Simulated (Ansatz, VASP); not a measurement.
One calculation of InSb, two programs

The input INCAR:

```
ALGO = Normal ; EDIFF = 1E-6
ENCUT = 520 ; GGA = PE
ISIF = 2 ; ISMEAR = 1
LASPH = True ; LCHARG = False
LREAL = False ; LWAVE = False
NBANDS = 16 ; NELM = 80
PREC = Accurate ; SIGMA = 0.2
```

The input KPOINTS:

```
k-points
0
Gamma
  14 14 8
```

File POSCAR:

```
InSb
1.0
    3.0766560000      0.0000000000      0.0000000000
    0.0000000000      3.0766560000      0.0000000000
    0.0000000000      0.0000000000      6.2154700000
In Sb
1 1
Direct
    0.0000000000      0.0000000000      0.0000000000
    0.0000000000      0.0000000000      0.5000000000
```

Input for Ansatz:

```yaml
crystal:
  lattice:
    - [3.076656, 0.0, 0.0]
    - [0.0, 3.076656, 0.0]
    - [0.0, 0.0, 6.21547]
  atoms:
    - { symbol: In, position: [0.0, 0.0, 0.0] }
    - { symbol: Sb, position: [0.0, 0.0, 0.5] }
basis:
  ecutwfc: 420
kpoints:
  mp_grid: { grid: [14, 14, 8] }
hamiltonian:
  xc: pbe
scf:
  occupations: { method: methfessel_paxton, width: 0.2 }
output:
  forces: true
  stress: true
  eigenvalues: true
```

Alike in both runs: task single point; functional PBE; k mesh 14 × 14 × 8; occupations methfessel-paxton of order 1, width 0.2 eV; no spin polarisation.

|  | VASP | Ansatz |
| --- | --- | --- |
| version | VASP 6.6.1 | Ansatz 0.2.0 |
| potentials or method | VASP PAW PBE potentials, release 64 (In_d, Sb), cutoff 520 eV | scalar-relativistic, plane waves, PAW |
| valence electrons in the cell | 18 | 28 |

|  | VASP | Ansatz | Ansatz less VASP |
| --- | --- | --- | --- |
| gap on the k mesh at the Fermi level (eV) | none | none | - |
| pressure (GPa) | 0.5 | 0.5 | +0.03 |
| traceless stress, the component that is largest in VASP (GPa) | -0.18 | -0.17 | +0.006 |

A gap of «none» marks a metal or a gap that the smearing closes. The functional is the same, so the differences come from potentials, cutoffs and numerics. VASP's potentials hold 18 valence electrons a cell and Ansatz's 28, so a difference there can come from the potentials and not from the codes.

Neither program's run includes spin-orbit coupling.
